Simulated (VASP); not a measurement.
Wanted: the native input for a VASP 6.6.1 run.

| Property | Result |
| --- | --- |
| Task | single point |
| Functional | PBEsol |
| Potentials or basis | VASP PAW PBE potentials, release 64 (Sb, Mn_pv) |
| Cutoff | 520 eV |
| k mesh | 7 × 7 × 5 |
| Occupations | fermi-dirac, width 0.05 eV |
| Spin | collinear spin, ferromagnetic start |
| Starting moments | [0.0, 0.0, 4.0, 4.0] μB |
| Dipole correction | no |
| Further INCAR settings | ALGO = Fast; EDIFF = 1e-07; NBANDS = 30 |

The structure of MnSb lies in POSCAR:

```
MnSb
1.0
    4.0939120434      0.0000000000      0.0000000000
   -2.0469560217      3.5454318304      0.0000000000
    0.0000000000      0.0000000000      5.7018823159
Sb Mn
2 2
Direct
    0.6666666667      0.3333333333      0.7500000000
    0.3333333333      0.6666666667      0.2500000000
    0.0000000000      0.0000000000      0.5000000000
    0.0000000000      0.0000000000      0.0000000000
```

The input as run:

INCAR

```
SYSTEM = MnSb
PREC = Accurate
ENCUT = 520
EDIFF = 1E-7
ISMEAR = -1
SIGMA = 0.05
LREAL = .False.
LASPH = .True.
NELM = 150
ALGO = Fast
ISIF = 2
LWAVE = .False.
LCHARG = .True.
ISPIN = 2
MAGMOM = 0 0 4 4
LORBIT = 11
LMAXMIX = 4
GGA = PS
LELF = .True.
LVHAR = .True.
NBANDS = 30
```

KPOINTS

```
Automatic mesh
0
Gamma
  7 7 5
  0 0 0
```

Potentials or basis: VASP PAW PBE potentials, release 64 (Sb, Mn_pv).

Command:

```sh
$ cat potpaw_PBE.64/Sb/POTCAR potpaw_PBE.64/Mn_pv/POTCAR > POTCAR
$ mpirun -np 1 vasp_std > vasp.out
```

Results of the run:

```json
{
  "Pressure": "-5.4 GPa",
  "Net moment": "6.44 μB per cell",
  "Site moments": "Sb -0.12; Mn +3.26 μB",
  "Valence electrons inside the program's atomic spheres": "Sb 2.46; Mn 11.57"
}
```

Caveat: the cell stands under tension; the PAW data sets were made with another functional, which shifts forces and pressure a little; the run started ferromagnetic, and an antiferromagnetic order may lie lower in energy.

Wall time 4 min on 1 thread of Oxide Virtual Turin-like Processor, with other jobs on the host, peak memory 0.24 GiB.
